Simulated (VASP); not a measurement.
# Ta (Im-3m) in VASP: further runs

Runs on Ta. Level: LDA. Tasks: relaxation of cell and atoms, single point.

Program: VASP 6.6.1. These are calculated values, not measurements. Logs are shortened: lines on timing, memory, paths and dates and some standing lists are left out, and cuts for length are marked.

## 1. The cell of the first run

It takes space group Im-3m (No. 229, cubic). Conventional cell: a = 3.303 Å, b = 3.303 Å, c = 3.303 Å, α = 90.00°, β = 90.00°, γ = 90.00°. Within 3.8 Å of Ta (site symmetry m-3m) lie 14 Ta at 2.86 to 3.30 Å.

## 2. Relaxation of cell and atoms, LDA

INCAR reads:

```
ALGO     = Normal         # electronic algorithm
EDIFF    = 1E-7           # SCF threshold, eV
EDIFFG   = -0.05          # ionic threshold
ENCUT    = 500            # plane-wave cutoff, eV
GGA_COMPAT= False        
IBRION   = 2              # ionic algorithm
ISIF     = 3              # what is computed and relaxed
ISMEAR   = 0              # smearing method
LASPH    = True           # aspherical terms in the spheres
LCHARG   = False          # write CHGCAR
LREAL    = False          # projectors in reciprocal space
LWAVE    = False          # write WAVECAR
NELM     = 120            # most SCF steps
NELMIN   = 4            
NSW      = 100            # ionic steps
PREC     = Accurate       # precision mode
SIGMA    = 0.1            # smearing width, eV
```

KPOINTS reads:

```
k-points
0
Gamma
  8 8 8
```

POSCAR reads:

```
Ta
1.0
   -1.6512800000      1.6512800000      1.6512800000
    1.6512800000     -1.6512800000      1.6512800000
    1.6512800000      1.6512800000     -1.6512800000
Ta
1
Direct
    0.0000000000      0.0000000000      0.0000000000
```

Potentials or basis: VASP PAW LDA potentials, release 64 (Ta_sv_GW).

Run with:

```bash
cat potpaw_LDA.64/Ta_sv_GW/POTCAR > POTCAR
mpirun -np 1 vasp_std > vasp.out
```

OUTCAR:

```text
EDIFF = 1E-7
   EDIFFG = -0.05
   ENCUT = 500
   IBRION = 2
   ISIF = 3
   ISMEAR = 0
   LASPH = True
   LREAL = False
   NELM = 120
   NELMIN = 4
   NSW = 100
   PREC = Accurate

 ion  position               nearest neighbor table
   1  0.000  0.000  0.000-

  LATTYP: Found a body centered cubic cell.
 ALAT       =     3.3025600000

  Lattice vectors:

 A1 = (  -1.6512800000,   1.6512800000,   1.6512800000)
 A2 = (   1.6512800000,  -1.6512800000,   1.6512800000)
 A3 = (   1.6512800000,   1.6512800000,  -1.6512800000)

Analysis of symmetry for initial positions (statically):
=====================================================================
 Subroutine PRICEL returns:
 Original cell was already a primitive cell.

 Routine SETGRP: Setting up the symmetry group for a
 body centered cubic supercell.

 Subroutine GETGRP returns: Found 48 space group operations
 (whereof 48 operations were pure point group operations)
 out of a pool of 48 trial point group operations.

The static configuration has the point symmetry O_h .

Analysis of symmetry for dynamics (positions and initial velocities):
=====================================================================
 Subroutine PRICEL returns:
 Original cell was already a primitive cell.

 Routine SETGRP: Setting up the symmetry group for a
 body centered cubic supercell.

 Subroutine GETGRP returns: Found 48 space group operations
 (whereof 48 operations were pure point group operations)
 out of a pool of 48 trial point group operations.

The dynamic configuration has the point symmetry O_h .

 Subroutine INISYM returns: Found 48 space group operations
 (whereof 48 operations are pure point group operations),
 and found     1 'primitive' translations

----------------------------------------------------------------------------------------

                                     Primitive cell

  volume of cell :      18.0104

  direct lattice vectors                    reciprocal lattice vectors
    -1.651280000  1.651280000  1.651280000     0.000000000  0.302795407  0.302795407
     1.651280000 -1.651280000  1.651280000     0.302795407  0.000000000  0.302795407
     1.651280000  1.651280000 -1.651280000     0.302795407  0.302795407  0.000000000

  length of vectors
     2.860100858  2.860100858  2.860100858     0.428217371  0.428217371  0.428217371

  position of ions in fractional coordinates (direct lattice)
     0.000000000  0.000000000  0.000000000

  ion indices of the primitive-cell ions
   primitive index   ion index
                 1           1

----------------------------------------------------------------------------------------

 KPOINTS: k-points

Automatic generation of k-mesh.
 Grid dimensions read from file:
 generate k-points for:    8    8    8

 Generating k-lattice:

  Cartesian coordinates                     Fractional coordinates (reciprocal lattice)
     0.000000000  0.037849426  0.037849426     0.125000000  0.000000000  0.000000000
     0.037849426  0.000000000  0.037849426     0.000000000  0.125000000  0.000000000
     0.037849426  0.037849426  0.000000000     0.000000000  0.000000000  0.125000000

  Length of vectors
     0.053527171  0.053527171  0.053527171

  Shift w.r.t. Gamma in fractional coordinates (k-lattice)
     0.000000000  0.000000000  0.000000000

 Subroutine IBZKPT returns following result:
 ===========================================

 Found     29 irreducible k-points:

 Following reciprocal coordinates:
            Coordinates               Weight
  0.000000  0.000000  0.000000      1.000000
  0.125000  0.000000  0.000000     12.000000
  0.250000  0.000000  0.000000     12.000000
  0.375000  0.000000  0.000000     12.000000
  0.500000  0.000000  0.000000      6.000000
  0.125000  0.125000  0.000000     24.000000
[... 16 lines left out ...]
 -0.250000  0.250000  0.250000      6.000000
 -0.375000  0.375000  0.250000     24.000000
 [... further k-points ...]
   k-points           NKPTS =     29   k-points in BZ     NKDIM =     29   number of bands    NBANDS=     10
   number of dos      NEDOS =    301   number of ions     NIONS =      1
   total plane-waves  NPLWV =  13824
   dimension x,y,z NGX =    24 NGY =   24 NGZ =   24
   dimension x,y,z NGXF=    48 NGYF=   48 NGZF=   48
   ions per type =               1
   NGX,Y,Z   is equivalent  to a cutoff of  13.95, 13.95, 13.95 a.u.
   NGXF,Y,Z  is equivalent  to a cutoff of  27.90, 27.90, 27.90 a.u.
 SYSTEM =  unknown system
   PREC   = accura    normal or accurate (medium, high low for compatibility)
   ISTART =      0    job   : 0-new  1-cont  2-samecut
   ICHARG =      2    charge: 1-file 2-atom 10-const
   ISPIN  =      1    spin polarized calculation?
   LNONCOLLINEAR =      F non collinear calculations
   LSORBIT =      F    spin-orbit coupling
   LASPH  =      T    aspherical Exc in radial PAW
   ENCUT  =  500.0 eV  36.75 Ry    6.06 a.u.   5.21  5.21  5.21*2*pi/ulx,y,z
   NELM   =    120;   NELMIN=  4; NELMDL= -5     # of ELM steps
   EDIFF  = 0.1E-06   stopping-criterion for ELM
   LREAL  =      F    real-space projection
   EDIFFG = -.5E-01   stopping-criterion for IOM
   NSW    =    100    number of steps for IOM
   IBRION =      2    ionic relax: 0-MD 1-quasi-New 2-CG
   NFREE  =      1    steps in history (QN), initial steepest desc. (CG)
   ISIF   =      3    stress and relaxation
   ISYM   =      2    0-nonsym 1-usesym 2-fastsym
   POTIM  = 0.5000    time-step for ionic-motion
   TEBEG  =    0.0;   TEEND  =   0.0 temperature during run
   PSTRESS=    0.0 pullay stress
   NELECT =      13.0000    total number of electrons
   NUPDOWN=      -1.0000    fix difference up-down
   EMIN   =  10.00;   EMAX   =-10.00  energy-range for DOS
   EFERMI =   0.00;   METHOD = LEGACY
   ISMEAR =     0;   SIGMA  =   0.10  broadening in eV -4-tet -1-fermi 0-gaus
   EFERMI_NEDOS =   21; number of points for ismear=-14 and -15
   IALGO  =     38    algorithm
   IMIX   =      4    mixing-type and parameters
     AMIX     =   0.40;   BMIX     =  1.00
     AMIX_MAG =   1.60;   BMIX_MAG =  1.00
  volume/ion in A,a.u.               =      18.01       121.54
  Fermi-wavevector in a.u.,A,eV,Ry     =   1.468527  2.775113 29.341932  2.156571
  Thomas-Fermi vector in A             =   2.584014
   LORBIT       =      0    0 simple, 1 ext, 2 COOP (PROOUT), +10 PAW based schemes
   GGA     = CA    functional components
   LHFCALC =     F    Hartree Fock is set to
   AEXX    =    0.0000 exact exchange contribution
   IVDW    =     0    specifies the selected vdW correction
   LEPSILON=     F    determine dielectric tensor
   LRPA    =     F    only Hartree local field effects (RPA)
 conjugate gradient relaxation of ions
 non-spin polarized calculation
 Gauss-broadening in eV      SIGMA  =   0.10
  energy-cutoff  :      500.00
  volume of cell :       18.01
 maximum number of plane-waves:       471
 NGX is ok and might be reduce to    24
   NGX = 11   NGY = 11   NGZ = 11

--------------------------------------- Ionic step        1  -------------------------------------------

 number of electron      12.9999998 magnetization

 Free energy of the ion-electron system (eV)
  ---------------------------------------------------
  ext. energy  EPLUGINS =         0.00000000
  ---------------------------------------------------
  free energy    TOTEN  =       -15.32765489 eV

  energy without entropy =      -15.32388012  energy(sigma->0) =      -15.32576751

------------------------ aborting loop because EDIFF is reached ----------------------------------------

  FORCE on cell =-STRESS in cart. coord.  units (eV):
  Direction    XX          YY          ZZ          XY          YZ          ZX
  --------------------------------------------------------------------------------------
  -------------------------------------------------------------------------------------
  Total       -1.2535332     -1.2535332     -1.2535332     -0.0000000      0.0000000      0.0000000
  in kB     -111.5126818   -111.5126818   -111.5126818     -0.0000000      0.0000000      0.0000000
  external PRESSURE =    -111.5126818 kB  Pullay stress =       0.0000000 kB
[... 90 lines left out ...]
  energy  without entropy=      -15.3568397953  energy(sigma->0) =      -15.35869879

--------------------------------------- Ionic step        4  -------------------------------------------

 number of electron      13.0000001 magnetization

 Free energy of the ion-electron system (eV)
  ---------------------------------------------------
  ext. energy  EPLUGINS =         0.00000000
  ---------------------------------------------------
  free energy    TOTEN  =       -15.36069048 eV

  energy without entropy =      -15.35696661  energy(sigma->0) =      -15.35882854

 E-fermi :  10.8212     XC(G=0): -13.5528

 val. band max:       10.7663844842   @ k =   0.2500   0.0000   0.0000
 cond. band min:      10.8514148990   @ k =  -0.2500   0.2500   0.1250
 fundamental gap:      0.0850304147
 Fermi energy:        10.8212256120

 k-point     1 :       0.0000    0.0000    0.0000
  band No.  band energies     occupation
      1     -55.7760      2.00000
      2     -21.8141      2.00000
      3     -21.8141      2.00000
      4     -21.8141      2.00000
      5       2.8708      2.00000
      6      11.5564      0.00000
      7      11.5564      0.00000
      8      11.5564      0.00000
      9      14.9985      0.00000
     10      14.9985      0.00000
[... 287 lines left out ...]
 k-point    24 :      -0.3750    0.3750    0.2500
  band No.  band energies     occupation
      1     -55.5915      2.00000
      2     -22.8663      2.00000
      3     -22.4645      2.00000
      4     -22.3383      2.00000
      5       7.9929      2.00000
      6       8.7399      2.00000
      7      12.1743      0.00000
      8      12.9107      0.00000
      9      16.5706      0.00000
     10      16.7870      0.00000

 [... further k-points ...]

------------------------ aborting loop because EDIFF is reached ----------------------------------------

  FORCE on cell =-STRESS in cart. coord.  units (eV):
  Direction    XX          YY          ZZ          XY          YZ          ZX
  --------------------------------------------------------------------------------------
  -------------------------------------------------------------------------------------
  Total       -0.0104548     -0.0104548     -0.0104548     -0.0000000     -0.0000000     -0.0000000
  in kB       -0.9790324     -0.9790324     -0.9790324     -0.0000000     -0.0000000     -0.0000000
  external PRESSURE =      -0.9790324 kB  Pullay stress =       0.0000000 kB
[... 16 lines left out ...]
  FREE ENERGIE OF THE ION-ELECTRON SYSTEM (eV)
  ---------------------------------------------------
  free  energy   TOTEN  =       -15.3606904757 eV

  energy  without entropy=      -15.3569666051  energy(sigma->0) =      -15.35882854

 reached required accuracy - stopping structural energy minimisation
```

It took 19 s on 1 thread of AMD EPYC 7R13 (Zen 3), shared host; peak memory 0.12 GiB.

What came out:

* Free energy: -15.3607 eV
* Relaxed volume: 17.11 Å³/atom
* Relaxed cell: a = 2.812 Å, b = 2.812 Å, c = 2.812 Å, α = 109.47°, β = 109.47°, γ = 109.47°
* Space group after relaxing (to 0.1 Å): Im-3m (No. 229)
* Energy gained by relaxing: 33.0 meV/atom
* Ionic steps: 4
* Pressure after relaxing: -0.1 GPa
* Band gap on the k mesh: zero (an odd number of electrons rules out a gap without spin polarisation)

The path:
```csv
step,energy change (eV),largest force (eV/Å),pressure (GPa),volume (Å³)
1,0.0000,0.0000,-11.15,18.01
2,0.2180,0.0000,40.83,14.94
3,-0.0329,0.0000,-0.76,17.16
4,-0.0330,0.0000,-0.10,17.11
```

Final structure:
```xyz
1
Lattice="-1.6233 1.6233 1.6233 1.6233 -1.6233 1.6233 1.6233 1.6233 -1.6233" Properties=species:S:1:pos:R:3 pbc="T T T"
Ta    1.6233    1.6233    1.6233
```

Caveat: spin-orbit coupling is left out, which moves the levels of the heavy elements. Zero-point motion and thermal expansion aren't in these numbers.

## 3. Single point, LDA

This run uses another cell than the first one, of 17.11 Å³/atom.

INCAR reads:

```
ALGO = Normal
EDIFF = 1E-6
ENCUT = 500
GGA_COMPAT = F
ISIF = 2
ISMEAR = 0
LASPH = T
LCHARG = F
LREAL = F
LWAVE = F
NBANDS = 12
NELM = 120
PREC = Accurate
SIGMA = 0.1
```

KPOINTS is that of step 2.

POSCAR reads:

```
Ta
1.0
   -1.6231883333      1.6231883333      1.6231883333
    1.6231883333     -1.6231883333      1.6231883333
    1.6231883333      1.6231883333     -1.6231883333
Ta
1
Direct
    0.0000000000      0.0000000000      0.0000000000
```

Potentials or basis: VASP PAW LDA potentials, release 64 (Ta_sv_GW).

Run with:

```bash
cat potpaw_LDA.64/Ta_sv_GW/POTCAR > POTCAR
mpirun -np 1 vasp_std > vasp.out
```

OUTCAR:

```text
EDIFF = 1E-6
   ENCUT = 500
   ISIF = 2
   ISMEAR = 0
   LASPH = T
   LREAL = F
   NELM = 120
   PREC = Accurate

 ion  position               nearest neighbor table
   1  0.000  0.000  0.000-

  LATTYP: Found a body centered cubic cell.
 ALAT       =     3.2463766666

  Lattice vectors:

 A1 = (  -1.6231883333,   1.6231883333,   1.6231883333)
 A2 = (   1.6231883333,  -1.6231883333,   1.6231883333)
[... 539 lines left out ...]
     11      25.6317      0.00000
     12      28.0092      0.00000

 [... further k-points ...]

------------------------ aborting loop because EDIFF is reached ----------------------------------------

  FORCE on cell =-STRESS in cart. coord.  units (eV):
  Direction    XX          YY          ZZ          XY          YZ          ZX
  --------------------------------------------------------------------------------------
  -------------------------------------------------------------------------------------
  Total       -0.0439582     -0.0439582     -0.0439582      0.0000000      0.0000000     -0.0000000
  in kB       -4.1170230     -4.1170230     -4.1170230      0.0000000      0.0000000     -0.0000000
  external PRESSURE =      -4.1170230 kB  Pullay stress =       0.0000000 kB

 VOLUME and BASIS-vectors are now :
 -----------------------------------------------------------------------------
  energy-cutoff  :      500.00
  volume of cell :       17.11
      direct lattice vectors                 reciprocal lattice vectors
    -1.623188333  1.623188333  1.623188333     0.000000000  0.308035728  0.308035728
     1.623188333 -1.623188333  1.623188333     0.308035728  0.000000000  0.308035728
     1.623188333  1.623188333 -1.623188333     0.308035728  0.308035728  0.000000000

 POSITION                                       TOTAL-FORCE (eV/Angst)
 -----------------------------------------------------------------------------------
      0.00000      0.00000      0.00000        -0.000000     -0.000000     -0.000000
 -----------------------------------------------------------------------------------
    total drift:                                0.000000      0.000000      0.000000

  FREE ENERGIE OF THE ION-ELECTRON SYSTEM (eV)
  ---------------------------------------------------
  free  energy   TOTEN  =       -15.3557544832 eV

  energy  without entropy=      -15.3520309812  energy(sigma->0) =      -15.35389273
```

It took 4.6 s on 1 thread of Intel Xeon Platinum 8375C at 2.90GHz (Ice Lake), shared host; peak memory 0.13 GiB.

Results:

```
Free energy            : -15.3558 eV
Pressure               : -0.4 GPa
Band gap on the k mesh : zero (an odd number of electrons rules out a gap without spin polarisation)
```

Levels at points of the mesh, in eV from the Fermi level:
```csv
k point,band 3,band 4,band 5,band 6,band 7,band 8,band 9,band 10
"(0.00, 0.00, 0.00)",-32.63,-32.63,-7.95,0.74,0.74,0.74,4.18,4.18
"(0.50, 0.00, 0.00)",-33.08,-32.64,-4.53,-1.67,2.08,4.09,5.17,8.33
"(0.50, 0.50, 0.50)",-33.61,-33.61,-4.06,-4.06,7.28,7.28,7.28,9.26
```

Caveat: spin-orbit coupling is left out, which moves the levels of the heavy elements.

The gap in the log of VASP goes by the Fermi energy; the results here count the filled bands.